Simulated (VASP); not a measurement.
Runs of VASP 6.6.1 on Pd. The structure is that of space group Fm-3m (No. 225), or close to it. The cells are those of the table. 

```csv
task,cell,k mesh,cutoff (eV),gap on the mesh (eV),pressure (GPa),relaxed volume (Å³/atom)
relaxation of cell and atoms,"relaxed from a = 2.795 Å, angles 60.0°, 1 atom",18 × 18 × 18,600,none,0.0,15.28
single point,"a = 2.788 Å, angles 60.0°, 1 atom",18 × 18 × 18,520,none,(a),-
relaxation of cell and atoms,"relaxed from a = 2.751 Å, angles 60.0°, 1 atom",8 × 8 × 8,500,none,-0.1,15.38
single point,"a = 2.795 Å, angles 60.0°, 1 atom",8 × 8 × 8,500,none,(b),-
single point,"a = 2.751 Å, angles 60.0°, 1 atom",8 × 8 × 8,500,none,8.2,-
```

Alike in all rows: level PBE; potentials or basis VASP PAW PBE potentials, release 64 (Pd); no spin polarisation; smearing gaussian 0.1 eV.

Q: Estimate the missing entries.

A: (a) -0.2; (b) -0.7.

A k mesh can miss the band edges, and the runs leave out spin-orbit coupling on Pd.

A gap of «none» marks levels without a gap at the run's occupations.
